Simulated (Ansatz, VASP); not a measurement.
# B in VASP and in Ansatz

```
CELL_PARAMETERS angstrom
1.84923 0.00000 0.00000
0.00000 5.15550 0.00000
0.00000 0.00000 2.80446
ATOMIC_POSITIONS crystal
B 0.00044 0.83299 0.74969
B 0.99956 0.16701 0.74969
B 0.50044 0.66701 0.25031
B 0.49956 0.33299 0.25031
```

Alike in both runs: functional PBE; k mesh 8 × 4 × 6; occupations gaussian, width 0.1 eV; no spin polarisation.

Ansatz relaxed the structure, and its values are those at the end. VASP's run is a single point on that final structure, the one shown.

|  | VASP | Ansatz |
| --- | --- | --- |
| version | VASP 6.6.1 | Ansatz 0.2.0 |
| potentials or method | VASP PAW PBE potentials, release 64 (B), cutoff 520 eV | scalar-relativistic, plane waves, PAW |
| valence electrons in the cell | 12 | 12 |

|  | VASP | Ansatz | Ansatz less VASP |
| --- | --- | --- | --- |
| gap on the k mesh at the Fermi level (eV) | none | none | - |
| pressure (GPa) | 0.2 | 0.2 | +0.01 |
| rms of the force components (eV/Å) | 0.009 | 0.011 | +0.0025 |

A gap of «none» marks a metal or a gap that the smearing closes.

The k mesh is coarse, so the values compare programs but aren't converged.
